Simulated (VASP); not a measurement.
Zr, 2 atoms in the cell. Symmetry: P6_3/mmc, No. 194, hexagonal system. Conventional cell: a = 3.243 Å, b = 3.243 Å, c = 5.162 Å, α = 90.00°, β = 90.00°, γ = 120.00°. Within 4.2 Å of Zr (site symmetry -6m2) lie 12 Zr at 3.19 to 3.24 Å. 

- Program: VASP 6.6.1
- Task: single point
- Functional: r2SCAN
- Potentials or basis: VASP PAW PBE potentials, release 64 (Zr_sv)
- Cutoff: 520 eV
- k mesh: 13 × 13 × 7
- Occupations: fermi-dirac, width 0.1 eV
- Spin: no spin polarisation
- Dipole correction: no
- Further INCAR settings: ALGO = Normal; EDIFF = 1e-06; NBANDS = 19

Potentials or basis: VASP PAW PBE potentials, release 64 (Zr_sv).

Launch:

```sh
$ cat potpaw_PBE.64/Zr_sv/POTCAR > POTCAR
$ cp INCAR.step1 INCAR
$ mpirun -np 1 vasp_std > vasp.out
$ cp INCAR.step2 INCAR
$ mpirun -np 1 vasp_std > vasp.out
```

Hardware: 1 thread of Intel(R) Xeon(R) Platinum 8259CL CPU @ 2.50GHz (Skylake/Cascade Lake), with other jobs on the host.

**Question.** Estimate the wall time of this run.

**Answer.** Run time: 2.9 min on 1 thread of Intel(R) Xeon(R) Platinum 8259CL CPU @ 2.50GHz (Skylake/Cascade Lake), with other jobs on the host, peak memory 0.2 GiB. Counts: k points 84.
